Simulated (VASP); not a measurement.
Input of a VASP 6.6.1 run:

POSCAR

```
Ga2O3
1.0
    6.1278415757     -1.5195305764      0.0025325578
    6.1278415757      1.5195305764      0.0025325578
   -1.3883852660      0.0000000000      5.6399772456
Ga O
4 6
Direct
    0.0905209738      0.0905209738      0.7947888382
    0.9094790262      0.9094790262      0.2052111618
    0.6587278752      0.6587278752      0.3144766576
    0.3412721248      0.3412721248      0.6855233424
    0.1642143310      0.1642143310      0.1091577328
    0.8357856690      0.8357856690      0.8908422672
    0.1733419983      0.1733419983      0.5635248269
    0.8266580017      0.8266580017      0.4364751731
    0.4960737247      0.4960737247      0.2423644542
    0.5037148571      0.5037148571      0.7437626390
```

Contents of INCAR.step1:

```
SYSTEM = Ga2O3
PREC = Accurate
ENCUT = 520
ISMEAR = 0
SIGMA = 0.05
LREAL = .FALSE.
LASPH = .TRUE.
NELM = 100
NBANDS = 55
GGA = PE
ALGO = Normal
EDIFF = 1E-4
LWAVE = .TRUE.
LCHARG = .FALSE.
```

INCAR.step2

```
SYSTEM = Ga2O3
PREC = Accurate
ENCUT = 520
EDIFF = 1E-6
ISMEAR = 0
SIGMA = 0.05
LREAL = .FALSE.
LASPH = .TRUE.
NELM = 100
ALGO = Normal
ISIF = 2
LWAVE = .FALSE.
LCHARG = .FALSE.
METAGGA = R2SCAN
LMIXTAU = .TRUE.
NBANDS = 55
ISTART = 1
```

File KPOINTS:

```
Automatic mesh
0
G
  8 8 4
  0 0 0
```

Potentials or basis: VASP PAW PBE potentials, release 64 (Ga_d, O).

Command:

```bash
$ cat potpaw_PBE.64/Ga_d/POTCAR potpaw_PBE.64/O/POTCAR > POTCAR
$ cp INCAR.step1 INCAR
$ mpirun -np 1 vasp_std > vasp.out
$ cp INCAR.step2 INCAR
$ mpirun -np 1 vasp_std > vasp.out
```

(1) Predict the pressure.

(2) Predict the band gap on the k mesh.

Results:

(1) 1.9 GPa.

(2) 3.01 eV (least direct gap 3.05 eV).

Caveat: the cell differs from its parent crystal (atom 9 (O) moved -0.080 Å towards its neighbour atom 10 (O) at 2.811 Å); the PAW data sets were made with another functional, which shifts forces and pressure a little.
